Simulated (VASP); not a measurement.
# Si (I4/mmm) in VASP: single point with PBE

Aim: the single point of Si with PBE.

Everything below comes from runs of VASP 6.6.1. Logs are shortened: lines on timing, memory, paths and dates and some standing lists are left out, and cuts for length are marked.

**1. The cell of the first run**

Symmetry: I4/mmm, No. 139, tetragonal system. The conventional cell has a = 6.691 Å, b = 6.691 Å, c = 3.861 Å, α = 90.00°, β = 90.00°, γ = 90.00°. Within 3.1 Å of Si (site symmetry m2m) lie 4 Si at 2.36 to 2.39 Å. Si (site symmetry m2m) has 4 Si at 2.36 to 2.39 Å within 3.1 Å.

**2. Single point, PBE**

File INCAR:

```
SYSTEM = Si
PREC = Accurate ; ENCUT = 520
EDIFF = 1E-7 ; ISMEAR = 0
SIGMA = 0.05 ; LREAL = .False.
LASPH = .True. ; NELM = 60
ALGO = Normal ; ISIF = 2
LWAVE = .False. ; LCHARG = .False.
GGA = PE ; NBANDS = 26
```

File KPOINTS:

```
Automatic mesh
0
Gamma
  10 10 4
  0 0 0
```

File POSCAR:

```
Si
1.0
    0.0000000000      0.0000000000      3.8608359371
    3.3455832253     -3.3455832253     -1.9304179686
    6.6911664507      6.6911664507      0.0000000000
Si
8
Direct
    0.0000000000      0.0000000000      0.1786105076
    0.5000000000      0.0000000000      0.6786105076
    0.5000000000      0.0000000000      0.3213894924
    0.0000000000      0.0000000000      0.8213894924
    0.8213894924      0.6427789847      0.0000000000
    0.3213894924      0.6427789847      0.5000000000
    0.1786105076      0.3572210153      0.0000000000
    0.6786105076      0.3572210153      0.5000000000
```

Potentials or basis: VASP PAW PBE potentials, release 64 (Si).

Started as:

```console
$ cat potpaw_PBE.64/Si/POTCAR > POTCAR
$ mpirun -np 1 vasp_std > vasp.out
```

OUTCAR:

```text
SYSTEM = Si
   PREC = Accurate
   ENCUT = 520
   EDIFF = 1E-7
   ISMEAR = 0
   LREAL = .False.
   LASPH = .True.
   NELM = 60
   ISIF = 2
   GGA = PE

 ion  position               nearest neighbor table
   1  0.000  0.000  0.179-   3 2.36   3 2.36   7 2.39   5 2.39
   2  0.500  0.000  0.679-   4 2.36   4 2.36   8 2.39   6 2.39
   3  0.500  0.000  0.321-   1 2.36   1 2.36   8 2.39   6 2.39
   4  0.000  0.000  0.821-   2 2.36   2 2.36   7 2.39   5 2.39
   5  0.821  0.643  0.000-   7 2.36   7 2.36   1 2.39   4 2.39
   6  0.321  0.643  0.500-   8 2.36   8 2.36   2 2.39   3 2.39
   7  0.179  0.357  0.000-   5 2.36   5 2.36   4 2.39   1 2.39
   8  0.679  0.357  0.500-   6 2.36   6 2.36   3 2.39   2 2.39

  LATTYP: Found a base centered orthorhombic cell.
 ALAT       =     3.8608359371
 B/A-ratio  =     2.4509558284
 C/A-ratio  =     2.4509558284

  Lattice vectors:

 A1 = (  -3.3455832253,   3.3455832253,   1.9304179686)
 A2 = (   3.3455832253,  -3.3455832253,   1.9304179685)
 A3 = (   6.6911664507,   6.6911664507,   0.0000000000)

Analysis of symmetry for initial positions (statically):
=====================================================================
 Subroutine PRICEL returns following result:

  LATTYP: Found a body centered tetragonal cell.
 ALAT       =     6.6911664506
 C/A-ratio  =     0.5770049162

  Lattice vectors:

 A1 = (  -3.3455832253,   3.3455832253,  -1.9304179685)
 A2 = (   3.3455832253,  -3.3455832253,  -1.9304179686)
 A3 = (  -3.3455832254,  -3.3455832254,   1.9304179686)

   2 primitive cells build up your supercell.

 Routine SETGRP: Setting up the symmetry group for a
 base centered orthorhombic supercell.

 Subroutine GETGRP returns: Found  8 space group operations
 (whereof  8 operations were pure point group operations)
 out of a pool of  8 trial point group operations.

The static configuration has the point symmetry D_2h.

Analysis of symmetry for dynamics (positions and initial velocities):
=====================================================================
 Subroutine PRICEL returns following result:

  LATTYP: Found a body centered tetragonal cell.
 ALAT       =     6.6911664506
 C/A-ratio  =     0.5770049162

  Lattice vectors:

 A1 = (  -3.3455832253,   3.3455832253,  -1.9304179685)
 A2 = (   3.3455832253,  -3.3455832253,  -1.9304179686)
 A3 = (  -3.3455832254,  -3.3455832254,   1.9304179686)
[... 117 lines left out ...]
   NSW    =      0    number of steps for IOM
   IBRION =     -1    ionic relax: 0-MD 1-quasi-New 2-CG
   NFREE  =      0    steps in history (QN), initial steepest desc. (CG)
   ISIF   =      2    stress and relaxation
   ISYM   =      2    0-nonsym 1-usesym 2-fastsym
   POTIM  = 0.5000    time-step for ionic-motion
   TEBEG  =    0.0;   TEEND  =   0.0 temperature during run
   PSTRESS=    0.0 pullay stress
   NELECT =      32.0000    total number of electrons
   NUPDOWN=      -1.0000    fix difference up-down
   EMIN   =  10.00;   EMAX   =-10.00  energy-range for DOS
   EFERMI =   0.00;   METHOD = LEGACY
   ISMEAR =     0;   SIGMA  =   0.05  broadening in eV -4-tet -1-fermi 0-gaus
   EFERMI_NEDOS =   21; number of points for ismear=-14 and -15
   IALGO  =     38    algorithm
   IMIX   =      4    mixing-type and parameters
     AMIX     =   0.40;   BMIX     =  1.00
     AMIX_MAG =   1.60;   BMIX_MAG =  1.00
  volume/ion in A,a.u.               =      21.61       145.81
  Fermi-wavevector in a.u.,A,eV,Ry     =   0.933032  1.763175 11.844531  0.870548
  Thomas-Fermi vector in A             =   2.059691
   LORBIT       =      0    0 simple, 1 ext, 2 COOP (PROOUT), +10 PAW based schemes
   GGA     = PE    functional components
   LHFCALC =     F    Hartree Fock is set to
   AEXX    =    0.0000 exact exchange contribution
   IVDW    =     0    specifies the selected vdW correction
   LEPSILON=     F    determine dielectric tensor
   LRPA    =     F    only Hartree local field effects (RPA)
 non-spin polarized calculation
 Gauss-broadening in eV      SIGMA  =   0.05
  energy-cutoff  :      520.00
  volume of cell :      172.86
 maximum number of plane-waves:      4690
 NGX is ok and might be reduce to    30
   NGX = 15   NGY = 19   NGZ = 35

 number of electron      32.0000002 magnetization

 Free energy of the ion-electron system (eV)
  ---------------------------------------------------
  ext. energy  EPLUGINS =         0.00000000
  ---------------------------------------------------
  free energy    TOTEN  =       -42.59076010 eV

  energy without entropy =      -42.59076010  energy(sigma->0) =      -42.59076010

 E-fermi :   5.4532     XC(G=0):  -9.0193

 val. band max:        5.2771488043   @ k =   0.0000   0.5000   0.0000
 cond. band min:       5.6382092430   @ k =  -0.3000   0.1000   0.0000
 fundamental gap:      0.3610604387
 Fermi energy:         5.4532097986

 k-point     1 :       0.0000    0.0000    0.0000
  band No.  band energies     occupation
      1      -6.6448      2.00000
      2      -5.6523      2.00000
      3      -4.7367      2.00000
      4      -2.4968      2.00000
      5      -0.2439      2.00000
      6      -0.2439      2.00000
[... 685 lines left out ...]
     25       9.4570      0.00000
     26       9.8050      0.00000

 [... further k-points ...]

------------------------ aborting loop because EDIFF is reached ----------------------------------------

  FORCE on cell =-STRESS in cart. coord.  units (eV):
  Direction    XX          YY          ZZ          XY          YZ          ZX
  --------------------------------------------------------------------------------------
  -------------------------------------------------------------------------------------
  Total       -0.0608386     -0.0608386     -0.0716307      0.0006923     -0.0000000      0.0000000
  in kB       -0.5639032     -0.5639032     -0.6639339      0.0064166     -0.0000000      0.0000000
  external PRESSURE =      -0.5972468 kB  Pullay stress =       0.0000000 kB

 VOLUME and BASIS-vectors are now :
 -----------------------------------------------------------------------------
  energy-cutoff  :      520.00
  volume of cell :      172.86
      direct lattice vectors                 reciprocal lattice vectors
     0.000000000  0.000000000  3.860835937     0.074725387 -0.074725387  0.259011265
     3.345583225 -3.345583225 -1.930417969     0.149450773 -0.149450773  0.000000000
     6.691166451  6.691166451  0.000000000     0.074725387  0.074725387  0.000000000

 POSITION                                       TOTAL-FORCE (eV/Angst)
 -----------------------------------------------------------------------------------
      1.19511      1.19511      0.00000         0.000221      0.000221      0.000000
      4.54070      4.54070      1.93042         0.000221      0.000221      0.000000
      2.15047      2.15047      1.93042        -0.000221     -0.000221      0.000000
      5.49605      5.49605      0.00000        -0.000221     -0.000221     -0.000000
      2.15047     -2.15047      1.93042        -0.000246      0.000246      0.000000
      5.49605      1.19511      0.00000        -0.000246      0.000246      0.000000
      1.19511     -1.19511     -0.00000         0.000246     -0.000246     -0.000000
      4.54070      2.15047      1.93042         0.000246     -0.000246     -0.000000
 -----------------------------------------------------------------------------------
    total drift:                                0.000000     -0.000000     -0.000000

  FREE ENERGIE OF THE ION-ELECTRON SYSTEM (eV)
  ---------------------------------------------------
  free  energy   TOTEN  =       -42.5907601032 eV

  energy  without entropy=      -42.5907601020  energy(sigma->0) =      -42.59076010
```

stdout:

```text
POSCAR found type information on POSCAR Si
 POSCAR found :  1 types and       8 ions
 scaLAPACK will be used
 LDA part: xc-table for (Slater+PW92), standard interpolation
 POSCAR, INCAR and KPOINTS ok, starting setup
 FFT: planning ... GRIDC
 FFT: planning ... GRID_SOFT
 FFT: planning ... GRID
 WAVECAR not read
 entering main loop
```

Wall time 6.4 min (1 thread of AMD EPYC 7R43 (Zen 3), shared host); peak memory 0.41 GiB.

Results:

```yaml
Free_energy: -42.5908 eV
Pressure: -0.1 GPa
Band_gap_on_the_k_mesh: 0.36 eV
```
